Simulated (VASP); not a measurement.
# Li (Im-3m) in VASP: notebook

Li is run at these levels: PBEsol; tasks: single point.

Everything below comes from runs of VASP 6.6.1. Logs are shortened: lines on timing, memory, paths and dates and some standing lists are left out, and cuts for length are marked.

### 1 The cell of the first run

Symmetry: Im-3m, No. 229, cubic system. Conventional cell: a = 3.132 Å, b = 3.132 Å, c = 3.132 Å, α = 90.00°, β = 90.00°, γ = 90.00°. Li (site symmetry m-3m) has 14 Li at 2.71 to 3.13 Å within 3.6 Å.

### 2 Single point, PBEsol (15.36 Å³/atom)

POSCAR reads:

```
Li
1.0
   -1.5659214382      1.5659214382      1.5659214382
    1.5659214382     -1.5659214382      1.5659214382
    1.5659214382      1.5659214382     -1.5659214382
Li
1
Direct
    0.0000000000      0.0000000000      0.0000000000
```

INCAR.step1 reads:

```
PREC = Accurate
ENCUT = 520
EDIFF = 1E-6
ISMEAR = -1
SIGMA = 0.08
LREAL = F
LASPH = T
NELM = 80
ALGO = Normal
ISIF = 2
LWAVE = F
LCHARG = T
GGA = PS
NBANDS = 8
```

KPOINTS.step1 reads:

```
Automatic mesh
0
Gamma
  16 16 16
```

INCAR.step2 reads:

```
PREC = Accurate
ENCUT = 520
EDIFF = 1E-6
ISMEAR = -5
SIGMA = 0.08
LREAL = F
LASPH = T
NELM = 80
ALGO = Normal
ISIF = 2
LWAVE = F
LCHARG = F
GGA = PS
LORBIT = 11
NEDOS = 2001
ICHARG = 11
```

KPOINTS.step2 reads:

```
Automatic mesh
0
Gamma
  24 24 24
```

Potentials or basis: VASP PAW PBE potentials, release 64 (Li_sv).

The run is started by

```
$ cat potpaw_PBE.64/Li_sv/POTCAR > POTCAR
$ cp INCAR.step1 INCAR
$ cp KPOINTS.step1 KPOINTS
$ mpirun -np 1 vasp_std > vasp.out
$ cp INCAR.step2 INCAR
$ cp KPOINTS.step2 KPOINTS
$ mpirun -np 1 vasp_std > vasp.out
```

OUTCAR:

```text
PREC = Accurate
   ENCUT = 520
   EDIFF = 1E-6
   ISMEAR = -5
   LREAL = F
   LASPH = T
   NELM = 80
   ISIF = 2
   GGA = PS
   LORBIT = 11
   ICHARG = 11

 ion  position               nearest neighbor table
   1  0.000  0.000  0.000-

  LATTYP: Found a body centered cubic cell.
 ALAT       =     3.1318428764

  Lattice vectors:

 A1 = (  -1.5659214382,   1.5659214382,   1.5659214382)
 A2 = (   1.5659214382,  -1.5659214382,   1.5659214382)
 A3 = (   1.5659214382,   1.5659214382,  -1.5659214382)

Analysis of symmetry for initial positions (statically):
=====================================================================
 Subroutine PRICEL returns:
 Original cell was already a primitive cell.

 Routine SETGRP: Setting up the symmetry group for a
 body centered cubic supercell.

 Subroutine GETGRP returns: Found 48 space group operations
 (whereof 48 operations were pure point group operations)
 out of a pool of 48 trial point group operations.

The static configuration has the point symmetry O_h .

Analysis of symmetry for dynamics (positions and initial velocities):
=====================================================================
 Subroutine PRICEL returns:
 Original cell was already a primitive cell.

 Routine SETGRP: Setting up the symmetry group for a
 body centered cubic supercell.

 Subroutine GETGRP returns: Found 48 space group operations
 (whereof 48 operations were pure point group operations)
 out of a pool of 48 trial point group operations.

The dynamic configuration has the point symmetry O_h .

 Subroutine INISYM returns: Found 48 space group operations
 (whereof 48 operations are pure point group operations),
 and found     1 'primitive' translations

----------------------------------------------------------------------------------------

                                     Primitive cell

  volume of cell :      15.3592

  direct lattice vectors                    reciprocal lattice vectors
    -1.565921438  1.565921438  1.565921438     0.000000000  0.319300820  0.319300820
     1.565921438 -1.565921438  1.565921438     0.319300820  0.000000000  0.319300820
     1.565921438  1.565921438 -1.565921438     0.319300820  0.319300820  0.000000000

  length of vectors
     2.712255492  2.712255492  2.712255492     0.451559551  0.451559551  0.451559551

  position of ions in fractional coordinates (direct lattice)
     0.000000000  0.000000000  0.000000000

  ion indices of the primitive-cell ions
   primitive index   ion index
                 1           1

----------------------------------------------------------------------------------------

 KPOINTS: Automatic mesh

Automatic generation of k-mesh.
 Grid dimensions read from file:
 generate k-points for:   24   24   24

 Generating k-lattice:

  Cartesian coordinates                     Fractional coordinates (reciprocal lattice)
     0.000000000  0.013304201  0.013304201     0.041666667  0.000000000  0.000000000
     0.013304201  0.000000000  0.013304201     0.000000000  0.041666667  0.000000000
     0.013304201  0.013304201  0.000000000     0.000000000  0.000000000  0.041666667

  Length of vectors
     0.018814981  0.018814981  0.018814981

  Shift w.r.t. Gamma in fractional coordinates (k-lattice)
     0.000000000  0.000000000  0.000000000

 TETIRR: Found  16469 inequivalent tetrahedra from    82944

 Subroutine IBZKPT returns following result:
 ===========================================

 Found    413 irreducible k-points:

 Following reciprocal coordinates:
            Coordinates               Weight
  0.000000  0.000000  0.000000      1.000000
  0.041667  0.000000  0.000000     12.000000
  0.083333  0.000000  0.000000     12.000000
  0.125000  0.000000  0.000000     12.000000
  0.166667  0.000000  0.000000     12.000000
  0.208333  0.000000  0.000000     12.000000
[... 16 lines left out ...]
  0.416667  0.041667  0.000000     48.000000
  0.458333  0.041667  0.000000     48.000000
 [... further k-points ...]
   k-points           NKPTS =    413   k-points in BZ     NKDIM =    413   number of bands    NBANDS=      5
   number of dos      NEDOS =   2001   number of ions     NIONS =      1
   total plane-waves  NPLWV =   8000
   dimension x,y,z NGX =    20 NGY =   20 NGZ =   20
   dimension x,y,z NGXF=    40 NGYF=   40 NGZF=   40
   ions per type =               1
   NGX,Y,Z   is equivalent  to a cutoff of  12.26, 12.26, 12.26 a.u.
   NGXF,Y,Z  is equivalent  to a cutoff of  24.52, 24.52, 24.52 a.u.
 SYSTEM =  unknown system
   PREC   = accura    normal or accurate (medium, high low for compatibility)
   ISTART =      0    job   : 0-new  1-cont  2-samecut
   ICHARG =     11    charge: 1-file 2-atom 10-const
   ISPIN  =      1    spin polarized calculation?
   LNONCOLLINEAR =      F non collinear calculations
   LSORBIT =      F    spin-orbit coupling
   LASPH  =      T    aspherical Exc in radial PAW
   ENCUT  =  520.0 eV  38.22 Ry    6.18 a.u.   5.04  5.04  5.04*2*pi/ulx,y,z
   NELM   =     80;   NELMIN=  2; NELMDL=  0     # of ELM steps
   EDIFF  = 0.1E-05   stopping-criterion for ELM
   LREAL  =      F    real-space projection
   EDIFFG = 0.1E-04   stopping-criterion for IOM
   NSW    =      0    number of steps for IOM
   IBRION =     -1    ionic relax: 0-MD 1-quasi-New 2-CG
   NFREE  =      0    steps in history (QN), initial steepest desc. (CG)
   ISIF   =      2    stress and relaxation
   ISYM   =      2    0-nonsym 1-usesym 2-fastsym
   POTIM  = 0.5000    time-step for ionic-motion
   TEBEG  =    0.0;   TEEND  =   0.0 temperature during run
   PSTRESS=    0.0 pullay stress
   NELECT =       3.0000    total number of electrons
   NUPDOWN=      -1.0000    fix difference up-down
   EMIN   =  10.00;   EMAX   =-10.00  energy-range for DOS
   EFERMI =   0.00;   METHOD = LEGACY
   ISMEAR =    -5;   SIGMA  =   0.08  broadening in eV -4-tet -1-fermi 0-gaus
   EFERMI_NEDOS =   21; number of points for ismear=-14 and -15
   IALGO  =     38    algorithm
   IMIX   =      4    mixing-type and parameters
     AMIX     =   0.40;   BMIX     =  1.00
     AMIX_MAG =   1.60;   BMIX_MAG =  1.00
  volume/ion in A,a.u.               =      15.36       103.65
  Fermi-wavevector in a.u.,A,eV,Ry     =   0.949858  1.794971 12.275583  0.902230
  Thomas-Fermi vector in A             =   2.078180
   LORBIT       =     11    0 simple, 1 ext, 2 COOP (PROOUT), +10 PAW based schemes
   GGA     = PS    functional components
   LHFCALC =     F    Hartree Fock is set to
   AEXX    =    0.0000 exact exchange contribution
   IVDW    =     0    specifies the selected vdW correction
   LEPSILON=     F    determine dielectric tensor
   LRPA    =     F    only Hartree local field effects (RPA)
 non-spin polarized calculation
 Fermi weights with tetrahedron method with Bloechl corrections
  energy-cutoff  :      520.00
  volume of cell :       15.36
 maximum number of plane-waves:       430

 number of electron       2.9999989 magnetization

 Free energy of the ion-electron system (eV)
  ---------------------------------------------------
  ext. energy  EPLUGINS =         0.00000000
  ---------------------------------------------------
  free energy    TOTEN  =        -1.88936616 eV

  energy without entropy =       -1.88936616  energy(sigma->0) =       -1.88936616

 E-fermi :   1.5247     XC(G=0):  -7.7321

 val. band max:        1.5088312281   @ k =  -0.3750   0.3750   0.2083
 cond. band min:       1.5140106752   @ k =  -0.4583   0.4583   0.0417
 fundamental gap:      0.0051794471
 Fermi energy:         1.5247467853

 k-point     1 :       0.0000    0.0000    0.0000
  band No.  band energies     occupation
      1     -43.9857      2.00000
      2      -2.3823      2.00000
      3      19.2469      0.00000
      4      19.2469      0.00000
      5      19.2469      0.00000

 k-point     2 :       0.0417    0.0000    0.0000
  band No.  band energies     occupation
      1     -43.9850      2.00000
      2      -2.3477      2.00000
      3      18.9733      0.00000
      4      19.0174      0.00000
      5      19.1700      0.00000

 k-point     3 :       0.0833    0.0000    0.0000
  band No.  band energies     occupation
      1     -43.9821      2.00000
      2      -2.2418      2.00000
      3      18.1274      0.00000
      4      18.4567      0.00000
      5      18.9452      0.00000

 k-point     4 :       0.1250    0.0000    0.0000
  band No.  band energies     occupation
      1     -43.9774      2.00000
      2      -2.0642      2.00000
      3      16.7981      0.00000
      4      17.7612      0.00000
      5      18.5934      0.00000

 k-point     5 :       0.1667    0.0000    0.0000
  band No.  band energies     occupation
      1     -43.9714      2.00000
      2      -1.8152      2.00000
      3      15.2318      0.00000
      4      17.0491      0.00000
      5      18.1557      0.00000

 k-point     6 :       0.2083    0.0000    0.0000
  band No.  band energies     occupation
      1     -43.9644      2.00000
      2      -1.4945      2.00000
      3      13.6139      0.00000
      4      16.3765      0.00000
      5      17.6819      0.00000
[... 113 lines left out ...]
 k-point    21 :       0.3333    0.0417    0.0000
  band No.  band energies     occupation
      1     -43.9386      2.00000
      2       0.1830      2.00000
      3       8.5176      0.00000
      4      14.4643      0.00000
      5      15.7954      0.00000

 k-point    22 :       0.3750    0.0417    0.0000
  band No.  band energies     occupation
      1     -43.9333      2.00000
      2       0.7543      2.00135
      3       7.3602      0.00000
      4      14.1756      0.00000
      5      15.5237      0.00000

 k-point    23 :       0.4167    0.0417    0.0000
  band No.  band energies     occupation
      1     -43.9295      2.00000
      2       1.2880      2.09461
      3       6.4331      0.00000
      4      13.9821      0.00000
      5      15.3402      0.00000

 k-point    24 :       0.4583    0.0417    0.0000
  band No.  band energies     occupation
      1     -43.9276      2.00000
      2       1.6461      0.11489
      3       5.8777      0.00000
      4      13.8850      0.00000
      5      15.2478      0.00000

 [... further k-points ...]

------------------------ aborting loop because EDIFF is reached ----------------------------------------

  FORCE on cell =-STRESS in cart. coord.  units (eV):
  Direction    XX          YY          ZZ          XY          YZ          ZX
  --------------------------------------------------------------------------------------
  -------------------------------------------------------------------------------------
  Total        0.5596741      0.5596741      0.5596741      0.0000000      0.0000000      0.0000000
  in kB       58.3815888     58.3815888     58.3815888      0.0000000      0.0000000      0.0000000
  external PRESSURE =      58.3815888 kB  Pullay stress =       0.0000000 kB

 VOLUME and BASIS-vectors are now :
 -----------------------------------------------------------------------------
  energy-cutoff  :      520.00
  volume of cell :       15.36
      direct lattice vectors                 reciprocal lattice vectors
    -1.565921438  1.565921438  1.565921438     0.000000000  0.319300820  0.319300820
     1.565921438 -1.565921438  1.565921438     0.319300820  0.000000000  0.319300820
     1.565921438  1.565921438 -1.565921438     0.319300820  0.319300820  0.000000000

 POSITION                                       TOTAL-FORCE (eV/Angst)
 -----------------------------------------------------------------------------------
      0.00000      0.00000      0.00000         0.000000      0.000000      0.000000
 -----------------------------------------------------------------------------------
    total drift:                                0.000000     -0.000000      0.000000

  FREE ENERGIE OF THE ION-ELECTRON SYSTEM (eV)
  ---------------------------------------------------
  free  energy   TOTEN  =        -1.8893661618 eV

  energy  without entropy=       -1.8893661618  energy(sigma->0) =       -1.88936616

 total charge

# of ion       s       p       d       tot
------------------------------------------
    1        2.045   0.066   0.000   2.111
```

It took 22 s on 1 thread of Intel Xeon Platinum 8488C (Sapphire Rapids), shared host; peak memory 0.15 GiB.

Results:

| Quantity | Value |
| --- | --- |
| Valence electrons inside the program's atomic spheres | Li 2.11 |

Caveat: the cutoff is under 1.25 times the usual one of these potentials, so pressure, stress and relaxed cells hold a basis-set (Pulay) error; the PAW data sets were made with another functional, which shifts forces and pressure a little; tetrahedron occupations give inexact forces and stress in metals.

### 3 Single point, PBEsol (16.98 Å³/atom)

This run uses another cell than the first one, of 16.98 Å³/atom.

POSCAR reads:

```
Li
1.0
   -1.6190435635      1.6190435635      1.6190435635
    1.6190435635     -1.6190435635      1.6190435635
    1.6190435635      1.6190435635     -1.6190435635
Li
1
Direct
    0.0000000000      0.0000000000      0.0000000000
```

Edit INCAR.step1 of step 2 so:

```diff
@@ -7,3 +7,3 @@
 LASPH = T
-NELM = 80
+NELM = 100
 ALGO = Normal
```

KPOINTS.step1 is that of step 2.

Edit INCAR.step2 of step 2 so:

```diff
@@ -7,3 +7,3 @@
 LASPH = T
-NELM = 80
+NELM = 100
 ALGO = Normal
@@ -13,3 +13,3 @@
 GGA = PS
-LORBIT = 11
+LORBIT = 10
 NEDOS = 2001
```

KPOINTS.step2 is that of step 2.

Potentials or basis: VASP PAW PBE potentials, release 64 (Li_sv).

The run is started by

```
$ cat potpaw_PBE.64/Li_sv/POTCAR > POTCAR
$ cp INCAR.step1 INCAR
$ cp KPOINTS.step1 KPOINTS
$ mpirun -np 1 vasp_std > vasp.out
$ cp INCAR.step2 INCAR
$ cp KPOINTS.step2 KPOINTS
$ mpirun -np 1 vasp_std > vasp.out
```

It took 23 s on 1 thread of Intel Xeon Platinum 8488C (Sapphire Rapids), shared host; peak memory 0.16 GiB.

The run converged. Its results:

```
Valence electrons inside the program's atomic spheres : Li 2.10
```

Levels at points of the mesh, in eV from the Fermi level:
```tsv
k point	band 1	band 2	band 3	band 4	band 5
(0.00, 0.00, 0.00)	-45.65	-3.80	16.54	16.54	16.54
(0.50, 0.00, 0.00)	-45.61	0.17	3.88	11.68	13.30
(0.50, 0.50, 0.50)	-45.59	6.16	6.16	6.16	8.57
```

Caveat: the cutoff is under 1.25 times the usual one of these potentials, so pressure, stress and relaxed cells hold a basis-set (Pulay) error; the PAW data sets were made with another functional, which shifts forces and pressure a little; tetrahedron occupations give inexact forces and stress in metals.
